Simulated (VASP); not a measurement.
# ZrC in VASP: single point with PBE+D3(BJ)

Aim: the single point of ZrC with PBE+D3(BJ).

Program: VASP 6.6.1. These are calculated values, not measurements. Logs are shortened: lines on timing, memory, paths and dates and some standing lists are left out, and cuts for length are marked.

## (1) The cell of the first run

The cell holds a slab with vacuum, 24 atoms: a = 6.609 Å, b = 6.609 Å, c = 20.673 Å, α = 90.00°, β = 90.00°, γ = 90.00°.

## (2) Single point, PBE+D3(BJ)

INCAR reads:

```
SYSTEM = ZrC
PREC     = Accurate       ! precision mode
ENCUT    = 520            ! plane-wave cutoff, eV
EDIFF    = 1E-6           ! SCF threshold, eV
ISMEAR   = 0              ! smearing method
SIGMA    = 0.1            ! smearing width, eV
LREAL    = Auto         
LASPH    = .True.         ! aspherical terms in the spheres
NELM     = 100            ! most SCF steps
ALGO     = Normal         ! electronic algorithm
ISIF     = 2              ! what is computed and relaxed
LWAVE    = .False.        ! write WAVECAR
LCHARG   = .False.        ! write CHGCAR
LDIPOL   = .True.       
IDIPOL   = 3            
DIPOL    = 0.5 0.5 0.497
GGA      = PE             ! functional
IVDW     = 12             ! dispersion correction
NBANDS   = 114            ! bands
```

KPOINTS reads:

```
regular mesh
0
Gamma
  3 3 1
  0 0 0
```

POSCAR reads:

```
ZrC
1.0
    6.6085416874      0.0000000000      0.0000000000
    0.0000000000      6.6085416874      0.0000000000
    0.0000000000      0.0000000000     20.6729446409
Zr C
12 12
Direct
    0.5000000000      0.5000000000      0.3869792204
    0.5000000000      0.0000000000      0.3869792204
    0.0000000000      0.5000000000      0.3869792204
    0.0000000000      0.0000000000      0.3869792204
    0.7500000000      0.7500000000      0.4972128746
    0.7500000000      0.2500000000      0.4972128746
    0.2500000000      0.7500000000      0.4972128746
    0.2500000000      0.2500000000      0.4972128746
    0.0000000000      0.0000000000      0.6062633552
    0.0000000000      0.5000000000      0.6062633552
    0.5000000000      0.0000000000      0.6062633552
    0.5000000000      0.5000000000      0.6062633552
    0.2500000000      0.2500000000      0.3869792204
    0.2500000000      0.7500000000      0.3869792204
    0.7500000000      0.2500000000      0.3869792204
    0.7500000000      0.7500000000      0.3869792204
    0.5000000000      0.5000000000      0.4967508148
    0.5000000000      0.0000000000      0.4967508148
    0.0000000000      0.5000000000      0.4967508148
    0.0000000000      0.0000000000      0.4967508148
    0.7500000000      0.7500000000      0.6093632557
    0.7500000000      0.2500000000      0.6093632557
    0.2500000000      0.7500000000      0.6093632557
    0.2500000000      0.2500000000      0.6093632557
```

Potentials or basis: VASP PAW PBE potentials, release 64 (Zr_sv, C).

The run is started by

```
$ cat potpaw_PBE.64/Zr_sv/POTCAR potpaw_PBE.64/C/POTCAR > POTCAR
$ mpirun -np 1 vasp_std > vasp.out
```

OUTCAR:

```text
SYSTEM = ZrC
   PREC = Accurate
   ENCUT = 520
   EDIFF = 1E-6
   ISMEAR = 0
   LREAL = Auto
   LASPH = .True.
   NELM = 100
   ISIF = 2
   GGA = PE
   IVDW = 12
 IVDW          = 12

 ion  position               nearest neighbor table
   1  0.500  0.500  0.387-  17 2.27  14 2.34  15 2.34  16 2.34  13 2.34   6 3.26   7 3.26   8 3.26
                             5 3.26   3 3.30   2 3.30   2 3.30   3 3.30
   2  0.500  0.000  0.387-  18 2.27  14 2.34  15 2.34  16 2.34  13 2.34   6 3.26   7 3.26   8 3.26
                             5 3.26   4 3.30   1 3.30   1 3.30   4 3.30
   3  0.000  0.500  0.387-  19 2.27  14 2.34  15 2.34  16 2.34  13 2.34   6 3.26   7 3.26   8 3.26
                             5 3.26   4 3.30   1 3.30   4 3.30   1 3.30
   4  0.000  0.000  0.387-  20 2.27  14 2.34  15 2.34  16 2.34  13 2.34   6 3.26   7 3.26   8 3.26
                             5 3.26   3 3.30   2 3.30   3 3.30   2 3.30
   5  0.750  0.750  0.497-  16 2.28  21 2.32  18 2.34  19 2.34  20 2.34  17 2.34  11 3.25  12 3.25
                             9 3.25  10 3.25   3 3.26   4 3.26   1 3.26   2 3.26   6 3.30   7 3.30
   6  0.750  0.250  0.497-  15 2.28  22 2.32  18 2.34  19 2.34  20 2.34  17 2.34  11 3.25  12 3.25
                             9 3.25  10 3.25   3 3.26   4 3.26   1 3.26   2 3.26   5 3.30   8 3.30
   7  0.250  0.750  0.497-  14 2.28  23 2.32  18 2.34  19 2.34  20 2.34  17 2.34  11 3.25  12 3.25
                             9 3.25  10 3.25   3 3.26   4 3.26   1 3.26   2 3.26   5 3.30   8 3.30
   8  0.250  0.250  0.497-  13 2.28  24 2.32  18 2.34  19 2.34  20 2.34  17 2.34  11 3.25  12 3.25
                             9 3.25  10 3.25   3 3.26   4 3.26   1 3.26   2 3.26   6 3.30   7 3.30
   9  0.000  0.000  0.606-  20 2.26  21 2.34  22 2.34  23 2.34  24 2.34   6 3.25   7 3.25   8 3.25
[... 26 lines left out ...]
 A1 = (   6.6085416874,   0.0000000000,   0.0000000000)
 A2 = (   0.0000000000,   6.6085416874,   0.0000000000)
 A3 = (   0.0000000000,   0.0000000000,  20.6729446409)

Analysis of symmetry for initial positions (statically):
=====================================================================
 Subroutine PRICEL returns following result:

  LATTYP: Found a simple tetragonal cell.
 ALAT       =     3.3042708437
 C/A-ratio  =     6.2564316361

  Lattice vectors:

 A1 = (   3.3042708437,   0.0000000000,   0.0000000000)
 A2 = (   0.0000000000,   3.3042708437,   0.0000000000)
 A3 = (   0.0000000000,   0.0000000000,  20.6729446409)

   4 primitive cells build up your supercell.

 Routine SETGRP: Setting up the symmetry group for a
 simple tetragonal supercell.

 Subroutine GETGRP returns: Found  8 space group operations
 (whereof  8 operations were pure point group operations)
 out of a pool of 16 trial point group operations.

The static configuration has the point symmetry C_4v.

Analysis of symmetry for dynamics (positions and initial velocities):
=====================================================================
 Subroutine PRICEL returns following result:

  LATTYP: Found a simple tetragonal cell.
[... 127 lines left out ...]
  Thomas-Fermi vector in A             =   2.107848
   LORBIT       =      0    0 simple, 1 ext, 2 COOP (PROOUT), +10 PAW based schemes
   GGA     = PE    functional components
   LHFCALC =     F    Hartree Fock is set to
   AEXX    =    0.0000 exact exchange contribution
   IVDW    =    12    specifies the selected vdW correction
   LEPSILON=     F    determine dielectric tensor
   LRPA    =     F    only Hartree local field effects (RPA)
 non-spin polarized calculation
 Gauss-broadening in eV      SIGMA  =   0.10
  energy-cutoff  :      520.00
  volume of cell :      902.85
 maximum number of plane-waves:     24365
 NGX is ok and might be reduce to    50
   NGX = 25   NGY = 25   NGZ = 77

 dipolmoment           0.000000      0.000000     -0.197983 electrons x Angstroem

 number of electron     191.9999995 magnetization

 dipolmoment           0.000000      0.000000      0.050623 electrons x Angstroem

 Free energy of the ion-electron system (eV)
  ---------------------------------------------------
  ext. energy  EPLUGINS =         0.00000000
  ---------------------------------------------------
  free energy    TOTEN  =      -224.64955477 eV

  energy without entropy =     -224.61163836  energy(sigma->0) =     -224.63059657

 E-fermi :   1.0166     XC(G=0):  -4.9911

 val. band max:        0.9518504747   @ k =   0.0000   0.0000   0.0000
 cond. band min:       1.0424155422   @ k =   0.0000   0.0000   0.0000
 fundamental gap:      0.0905650676
 Fermi energy:         1.0166408325

 k-point     1 :       0.0000    0.0000    0.0000
  band No.  band energies     occupation
      1     -47.3225      2.00000
      2     -47.2816      2.00000
      3     -47.2816      2.00000
      4     -47.2468      2.00000
      5     -47.2313      2.00000
      6     -47.1885      2.00000
[... 322 lines left out ...]
    107       3.5890      0.00000
    108       3.6288      0.00000
 [bands above 108 left out]

------------------------ aborting loop because EDIFF is reached ----------------------------------------

 vacuum level on the upper side and lower side of the slab       (xc-potential included)         0.017        -0.185

 Edisp (eV)   -6.59506

 E8    (eV) :    -3.1663

  FORCE on cell =-STRESS in cart. coord.  units (eV):
  Direction    XX          YY          ZZ          XY          YZ          ZX
  --------------------------------------------------------------------------------------
  -------------------------------------------------------------------------------------
  Total     -10.30556   -10.30556     0.12094     0.00000     0.00000     0.00000
  in kB     -18.28809   -18.28809     0.21462     0.00000     0.00000     0.00000
  external pressure =      -12.12 kB  Pullay stress =        0.00 kB

 VOLUME and BASIS-vectors are now :
 -----------------------------------------------------------------------------
  energy-cutoff  :      520.00
  volume of cell :      902.85
      direct lattice vectors                 reciprocal lattice vectors
     6.608541687  0.000000000  0.000000000     0.151319315  0.000000000  0.000000000
     0.000000000  6.608541687  0.000000000     0.000000000  0.151319315  0.000000000
     0.000000000  0.000000000 20.672944641     0.000000000  0.000000000  0.048372403

 POSITION                                       TOTAL-FORCE (eV/Angst)
 -----------------------------------------------------------------------------------
      3.30427      3.30427      8.00000         0.000000      0.000000      0.480207
      3.30427      0.00000      8.00000        -0.000000     -0.000000      0.480207
      0.00000      3.30427      8.00000         0.000000      0.000000      0.480207
      0.00000      0.00000      8.00000         0.000000      0.000000      0.480207
      4.95641      4.95641     10.27885         0.000000     -0.000000     -0.003153
      4.95641      1.65214     10.27885         0.000000     -0.000000     -0.003153
[... 16 lines left out ...]
      1.65214      4.95641     12.59733         0.000000     -0.000000      0.016709
      1.65214      1.65214     12.59733         0.000000     -0.000000      0.016709
 -----------------------------------------------------------------------------------
    total drift:                                0.000000     -0.000000     -0.037594

  FREE ENERGIE OF THE ION-ELECTRON SYSTEM (eV)
  ---------------------------------------------------
  free  energy   TOTEN  =      -231.2446184970 eV

  energy  without entropy=     -231.2067020885  energy(sigma->0) =     -231.22566029

 vacuum level on the upper side and lower side of the slab         4.644         4.436
```

OSZICAR:

```text
N       E                     dE             d eps       ncg     rms          rms(c)
DAV:   1     0.206084541485E+04    0.20608E+04   -0.95049E+04   780   0.148E+03
DAV:   2    -0.350226418943E+02   -0.20959E+04   -0.20382E+04   826   0.438E+02
DAV:   3    -0.251133929658E+03   -0.21611E+03   -0.21270E+03   968   0.116E+02
[... 19 lines left out ...]
DAV:  23    -0.224649521782E+03   -0.60287E-04   -0.52839E-06   640   0.251E-03    0.871E-04
DAV:  24    -0.224649546446E+03   -0.24664E-04   -0.20545E-06   568   0.158E-03    0.370E-04
DAV:  25    -0.224649553243E+03   -0.67970E-05   -0.64412E-07   552   0.745E-04    0.180E-04
DAV:  26    -0.224649554577E+03   -0.13332E-05   -0.96213E-08   472   0.400E-04    0.617E-05
DAV:  27    -0.224649554772E+03   -0.19581E-06   -0.35061E-08   470   0.250E-04
   1 F= -.23124462E+03 E0= -.23122566E+03  d E =-.379164E-01
```

stdout:

```text
POSCAR found type information on POSCAR ZrC
 POSCAR found :  2 types and      24 ions
 scaLAPACK will be used
 LDA part: xc-table for (Slater+PW92), standard interpolation
 POSCAR, INCAR and KPOINTS ok, starting setup
 FFT: planning ... GRIDC
 FFT: planning ... GRID_SOFT
 FFT: planning ... GRID
 WAVECAR not read
 entering main loop
```

Run time: 19 min. Hardware: 1 thread of Intel Xeon Platinum 8375C at 2.90GHz (Ice Lake), shared host; peak memory 0.84 GiB.

What came out:

| Item | Value |
| --- | --- |
| Free energy | -231.2446 eV |
| Largest force | 0.497 eV/Å |
| Band gap on the k mesh | zero (filled and empty bands touch) |
| Dispersion energy per atom | -0.275 eV |

Forces on the atoms (eV/Å):
```
Zr   0.000  0.000  0.480
Zr   0.000  0.000  0.480
Zr   0.000  0.000  0.480
Zr   0.000  0.000  0.480
Zr   0.000  0.000 -0.003
Zr   0.000  0.000 -0.003
Zr   0.000  0.000 -0.003
Zr   0.000  0.000 -0.003
Zr   0.000  0.000  0.006
Zr   0.000  0.000  0.006
Zr   0.000  0.000  0.006
Zr   0.000  0.000  0.006
C    0.000  0.000 -0.497
C    0.000  0.000 -0.497
C    0.000  0.000 -0.497
C    0.000  0.000 -0.497
C    0.000  0.000 -0.002
C    0.000  0.000 -0.002
C    0.000  0.000 -0.002
C    0.000  0.000 -0.002
C    0.000  0.000  0.017
C    0.000  0.000  0.017
C    0.000  0.000  0.017
C    0.000  0.000  0.017
```

The gap in the log of VASP goes by the Fermi energy; the results here count the filled bands.